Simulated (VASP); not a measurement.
A run of VASP 6.6.1:

Contents of INCAR:

```
SYSTEM = SnTe
  ALGO = Normal
  EDIFF = 1E-6
  ENCUT = 520
  GGA = PS
  ISIF = 2
  ISMEAR = 1
  LASPH = .TRUE.
  LCHARG = .TRUE.
  LELF = .TRUE.
  LREAL = .FALSE.
  LVHAR = .TRUE.
  LWAVE = .FALSE.
  NBANDS = 17
  NELM = 100
  PREC = Accurate
  SIGMA = 0.02
```

File KPOINTS:

```
k-points
0
G
  6 6 6
  0 0 0
```

Contents of POSCAR:

```
SnTe
1.0
    0.0000000000      3.1508500000      3.1508500000
    3.1508500000      0.0000000000      3.1508500000
    3.1508500000      3.1508500000      0.0000000000
Sn Te
1 1
Direct
    0.0000000000      0.0000000000      0.0000000000
    0.5000000000      0.5000000000      0.5000000000
```

Potentials or basis: VASP PAW PBE potentials, release 64 (Sn_d, Te).

The run is started by

```bash
$ cat potpaw_PBE.64/Sn_d/POTCAR potpaw_PBE.64/Te/POTCAR > POTCAR
$ mpirun -np 1 vasp_std > vasp.out
```

Hardware: 1 thread of Intel Xeon 6975P-C (shared host).

Task: How long does it take, and how much memory?

Result: It took 13 s on 1 thread of Intel Xeon 6975P-C (shared host), peak memory 0.2 GiB. Counts: scf iterations 12, k points 16.
